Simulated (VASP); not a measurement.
# GaN in VASP: single point with PBEsol

Aim: the single point of GaN with PBEsol.

Program: VASP 6.6.1. These are calculated values, not measurements. Logs are shortened: lines on timing, memory, paths and dates and some standing lists are left out, and cuts for length are marked.

**1. The cell of the first run**

The cell holds a slab with vacuum, 8 atoms: a = 3.183 Å, b = 5.185 Å, c = 18.675 Å, α = 90.00°, β = 90.00°, γ = 90.00°.

**2. Single point, PBEsol**

INCAR

```
ALGO = Normal ; DIPOL = 0.5 0.5 0.500
EDIFF = 1E-6 ; ENCUT = 520
GGA = PS ; IDIPOL = 3
ISIF = 2 ; ISMEAR = 0
LASPH = True ; LCHARG = False
LDIPOL = True ; LREAL = False
LWAVE = False ; NBANDS = 46
NELM = 60 ; PREC = Accurate
SIGMA = 0.05
```

KPOINTS

```
k-points
0
Gamma
  8 5 1
```

POSCAR

```
GaN
1.0
    3.1825784880      0.0000000000      0.0000000000
    0.0000000000      5.1854260800      0.0000000000
    0.0000000000      0.0000000000     18.6749250935
Ga N
4 4
Direct
    0.0000000000     -0.0221085196      0.4194328852
    0.5000000000      0.5041392143      0.4401538915
    0.5000000000      0.0041340597      0.5598470684
    0.0000000000      0.4779080553      0.5805671007
    0.0000000000      0.6326961271      0.4023182671
    0.5000000000      0.1352637075      0.4493954108
    0.5000000000      0.6352775474      0.5506026165
    0.0000000000      0.1326898084      0.5976827596
```

Potentials or basis: VASP PAW PBE potentials, release 64 (Ga_d, N).

Command:

```bash
$ cat potpaw_PBE.64/Ga_d/POTCAR potpaw_PBE.64/N/POTCAR > POTCAR
$ mpirun -np 1 vasp_std > vasp.out
```

OUTCAR:

```text
EDIFF = 1E-6
   ENCUT = 520
   GGA = PS
   ISIF = 2
   ISMEAR = 0
   LASPH = True
   LREAL = False
   NELM = 60
   PREC = Accurate

 ion  position               nearest neighbor table
   1  0.000  0.978  0.419-   5 1.82   6 1.87   6 1.87
   2  0.500  0.504  0.440-   5 1.86   5 1.86   6 1.92   7 2.17
   3  0.500  0.004  0.560-   8 1.86   8 1.86   7 1.92   6 2.17
   4  0.000  0.478  0.581-   8 1.82   7 1.87   7 1.87
   5  0.000  0.633  0.402-   1 1.82   2 1.86   2 1.86
   6  0.500  0.135  0.449-   1 1.87   1 1.87   2 1.92   3 2.17
   7  0.500  0.635  0.551-   4 1.87   4 1.87   3 1.92   2 2.17
   8  0.000  0.133  0.598-   4 1.82   3 1.86   3 1.86

  LATTYP: Found a simple orthorhombic cell.
 ALAT       =     3.1825784880
 B/A-ratio  =     1.6293160089
 C/A-ratio  =     5.8678600273

  Lattice vectors:

 A1 = (   3.1825784880,   0.0000000000,   0.0000000000)
 A2 = (   0.0000000000,   5.1854260800,   0.0000000000)
 A3 = (   0.0000000000,   0.0000000000,  18.6749250935)

Analysis of symmetry for initial positions (statically):
=====================================================================
 Subroutine PRICEL returns:
 Original cell was already a primitive cell.

 Routine SETGRP: Setting up the symmetry group for a
 simple orthorhombic supercell.

 Subroutine GETGRP returns: Found  2 space group operations
 (whereof  2 operations were pure point group operations)
 out of a pool of  8 trial point group operations.

The static configuration has the point symmetry C_1h.

Analysis of symmetry for dynamics (positions and initial velocities):
=====================================================================
 Subroutine PRICEL returns:
 Original cell was already a primitive cell.

 Routine SETGRP: Setting up the symmetry group for a
 simple orthorhombic supercell.

 Subroutine GETGRP returns: Found  2 space group operations
 (whereof  2 operations were pure point group operations)
 out of a pool of  8 trial point group operations.

The dynamic configuration has the point symmetry C_1h.

 Subroutine INISYM returns: Found  2 space group operations
 (whereof  2 operations are pure point group operations),
 and found     1 'primitive' translations

----------------------------------------------------------------------------------------

                                     Primitive cell

  volume of cell :     308.1928

[... 101 lines left out ...]
   NELECT =      72.0000    total number of electrons
   NUPDOWN=      -1.0000    fix difference up-down
   EMIN   =  10.00;   EMAX   =-10.00  energy-range for DOS
   EFERMI =   0.00;   METHOD = LEGACY
   ISMEAR =     0;   SIGMA  =   0.05  broadening in eV -4-tet -1-fermi 0-gaus
   EFERMI_NEDOS =   21; number of points for ismear=-14 and -15
   IALGO  =     38    algorithm
   IMIX   =      4    mixing-type and parameters
     AMIX     =   0.40;   BMIX     =  1.00
     AMIX_MAG =   1.60;   BMIX_MAG =  1.00
  volume/ion in A,a.u.               =      38.52       259.97
  Fermi-wavevector in a.u.,A,eV,Ry     =   1.008273  1.905360 13.831882  1.016615
  Thomas-Fermi vector in A             =   2.141130
   LORBIT       =      0    0 simple, 1 ext, 2 COOP (PROOUT), +10 PAW based schemes
   GGA     = PS    functional components
   LHFCALC =     F    Hartree Fock is set to
   AEXX    =    0.0000 exact exchange contribution
   IVDW    =     0    specifies the selected vdW correction
   LEPSILON=     F    determine dielectric tensor
   LRPA    =     F    only Hartree local field effects (RPA)
 non-spin polarized calculation
 Gauss-broadening in eV      SIGMA  =   0.05
  energy-cutoff  :      520.00
  volume of cell :      308.19
 maximum number of plane-waves:      8328
 NGX is ok and might be reduce to    24
   NGX = 11   NGY = 19   NGZ = 69

 dipolmoment           0.000000      0.000000      0.000009 electrons x Angstroem

 number of electron      71.9999989 magnetization

 dipolmoment           0.000000      0.000000     -0.000004 electrons x Angstroem

 Free energy of the ion-electron system (eV)
  ---------------------------------------------------
  ext. energy  EPLUGINS =         0.00000000
  ---------------------------------------------------
  free energy    TOTEN  =       -49.19768605 eV

  energy without entropy =      -49.19768605  energy(sigma->0) =      -49.19768605

 E-fermi :  -2.2880     XC(G=0):  -4.2106

 val. band max:       -2.5864169055   @ k =   0.0000   0.2000   0.0000
 cond. band min:      -0.6631197921   @ k =   0.0000   0.0000   0.0000
 fundamental gap:      1.9232971134
 Fermi energy:        -2.2879761197

 k-point     1 :       0.0000    0.0000    0.0000
  band No.  band energies     occupation
      1     -18.4835      2.00000
      2     -18.0317      2.00000
      3     -17.5102      2.00000
      4     -17.4207      2.00000
      5     -16.2036      2.00000
      6     -16.1888      2.00000
[... 724 lines left out ...]
     45       6.2686      0.00000
     46       6.2716      0.00000

------------------------ aborting loop because EDIFF is reached ----------------------------------------

 vacuum level on the upper side and lower side of the slab       (xc-potential included)        -0.125        -0.125

  FORCE on cell =-STRESS in cart. coord.  units (eV):
  Direction    XX          YY          ZZ          XY          YZ          ZX
  --------------------------------------------------------------------------------------
  -------------------------------------------------------------------------------------
  Total        3.7104905      3.7407203     -0.1297561      0.0000000      0.0007835      0.0000000
  in kB       19.2894330     19.4465863     -0.6745530      0.0000000      0.0040729      0.0000000
  external PRESSURE =      12.6871555 kB  Pullay stress =       0.0000000 kB

 VOLUME and BASIS-vectors are now :
 -----------------------------------------------------------------------------
  energy-cutoff  :      520.00
  volume of cell :      308.19
      direct lattice vectors                 reciprocal lattice vectors
     3.182578488  0.000000000  0.000000000     0.314210633  0.000000000  0.000000000
     0.000000000  5.185426080  0.000000000     0.000000000  0.192848183  0.000000000
     0.000000000  0.000000000 18.674925094     0.000000000  0.000000000  0.053547738

 POSITION                                       TOTAL-FORCE (eV/Angst)
 -----------------------------------------------------------------------------------
      0.00000      5.07078      7.83288         0.000000     -0.011937      0.005101
      1.59129      2.61418      8.21984         0.000000     -0.004227     -0.034465
      1.59129      0.02144     10.45510         0.000000     -0.002568      0.034136
      0.00000      2.47816     10.84205         0.000000     -0.014617     -0.004796
      0.00000      3.28080      7.51326         0.000000      0.022067      0.043113
      1.59129      0.70140      8.39243         0.000000     -0.005828     -0.015460
      1.59129      3.29418     10.28246         0.000000     -0.007369      0.015754
      0.00000      0.68805     11.16168         0.000000      0.024478     -0.043382
 -----------------------------------------------------------------------------------
    total drift:                                0.000000      0.001496      0.000073

  FREE ENERGIE OF THE ION-ELECTRON SYSTEM (eV)
  ---------------------------------------------------
  free  energy   TOTEN  =       -49.1976860498 eV

  energy  without entropy=      -49.1976860498  energy(sigma->0) =      -49.19768605

 vacuum level on the upper side and lower side of the slab         3.142         3.142
```

It took 3.5 min on 1 thread of Intel Xeon 6975P-C (Granite Rapids), shared host; peak memory 0.44 GiB.

What came out:

```
Free energy            : -49.1977 eV
Largest force          : 0.050 eV/Å
Band gap on the k mesh : 1.92 eV (least direct gap 1.98 eV)
```

Forces on the atoms (eV/Å):
```
Ga   0.000 -0.012  0.005
Ga   0.000 -0.004 -0.034
Ga   0.000 -0.003  0.034
Ga   0.000 -0.015 -0.005
N    0.000  0.022  0.043
N    0.000 -0.006 -0.015
N    0.000 -0.007  0.016
N    0.000  0.024 -0.043
```

Caveat: the PAW data sets were made with another functional, which shifts forces and pressure a little.
